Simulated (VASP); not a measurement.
# Cu: single point with PBE

The system is Cu.

```
Cu
1.0
     0.00000    1.94588    1.94588
     1.94588    0.00000    1.94588
     1.94588    1.94588    0.00000
Cu
1
Direct
  0.00000 0.00000 0.00000
```

| Quantity | Value |
| --- | --- |
| Program | VASP 6.6.1 |
| Task | single point |
| Functional | PBE |
| Potentials or basis | VASP PAW PBE potentials, release 64 (Cu) |
| Cutoff | 520 eV |
| k mesh | 8 × 8 × 8 |
| Occupations | gaussian, width 0.1 eV |
| Spin | no spin polarisation |
| Dipole correction | no |
| Further INCAR settings | ALGO = Normal; EDIFF = 1e-06; NBANDS = 12 |

```
Pressure : -16.3 GPa
```

Levels at points of the mesh, in eV from the Fermi level:
```
           k point  band 2  band 3  band 4  band 5  band 6  band 7  band 8  band 9  band 10  band 11
(0.00, 0.00, 0.00)   -2.29   -2.29   -2.29   -1.71   -1.71   20.94   21.97   21.97    21.97    24.46
(0.50, 0.00, 0.00)   -2.31   -2.31   -1.31   -1.31   -0.26    2.91   18.99   18.99    19.54    22.25
(0.50, 0.50, 0.00)   -3.28   -1.32   -1.20   -1.20    1.80    5.83   11.61   11.61    15.62    17.10
```

Wall time 3.2 s on 1 thread of Intel(R) Xeon(R) 6975P-C (Granite Rapids), with other jobs on the host, peak memory 0.12 GiB.
